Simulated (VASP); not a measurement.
Here is a VASP 6.6.1 calculation.

Contents of INCAR:

```
ALGO = Normal
EDIFF = 1E-6
ENCUT = 520
GGA = CA
ISIF = 2
ISMEAR = 1
LASPH = True
LCHARG = True
LELF = True
LREAL = False
LVHAR = True
LWAVE = False
NBANDS = 24
NELM = 80
PREC = Accurate
SIGMA = 0.05
```

The input KPOINTS:

```
k-points
0
Gamma
  6 6 6
```

POSCAR

```
TaBe2
1.0
    0.0000000000      3.2558660000      3.2558660000
    3.2558660000      0.0000000000      3.2558660000
    3.2558660000      3.2558660000      0.0000000000
Ta Be
2 4
Direct
    0.7500000000      0.7500000000      0.7500000000
    0.5000000000      0.5000000000      0.5000000000
    0.1250000000      0.6250000000      0.1250000000
    0.1250000000      0.1250000000      0.6250000000
    0.6250000000      0.1250000000      0.1250000000
    0.1250000000      0.1250000000      0.1250000000
```

Potentials or basis: VASP PAW LDA potentials, release 64 (Ta_pv, Be).

Launch:

```console
$ cat potpaw_LDA.64/Ta_pv/POTCAR potpaw_LDA.64/Be/POTCAR > POTCAR
$ mpirun -np 1 vasp_std > vasp.out
```

(1) What does it give for the pressure?

(2) What does it give for the band gap on the k mesh?

## Answers

(1) -6.7 GPa.

(2) zero (band 15 reaches 5.46 eV, above the bottom of band 16 at 3.99 eV).

Caveat: spin-orbit coupling is left out, which moves the levels of the heavy elements.
